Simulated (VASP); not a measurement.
WC:

```
CELL_PARAMETERS angstrom
0.00000 2.19268 2.19268
2.19268 0.00000 2.19268
2.19268 2.19268 0.00000
ATOMIC_POSITIONS crystal
W 0.00000 0.00000 0.00000
C 0.50000 0.50000 0.50000
```

Base run:

| Item | Value |
| --- | --- |
| Program | VASP 6.6.1 |
| Functional | PBEsol |
| Dispersion | D4 |
| Potentials or basis | VASP PAW PBE potentials, release 64 (W_sv, C) |
| Cutoff | 600 eV |
| k mesh | 7 × 7 × 7 |
| Occupations | methfessel-paxton, width 0.05 eV |
| Spin | no spin polarisation |

Its results: band gap on the k mesh zero (band 9 reaches 13.01 eV, above the bottom of band 10 at 10.26 eV); pressure -13.4 GPa.

Q: The run is repeated on the same cell with these changes: k mesh from 7 × 7 × 7 to 4 × 4 × 4. What comes out?

A: Band gap on the k mesh zero (band 9 reaches 13.31 eV, above the bottom of band 10 at 11.18 eV); pressure -14.4 GPa.

Caveats: some runs use coarse meshes; the PAW data sets were made with another functional, which shifts forces and pressure a little; spin-orbit coupling is left out, which moves the levels of the heavy elements; pairwise dispersion overbinds metals, which lowers pressure and volume.
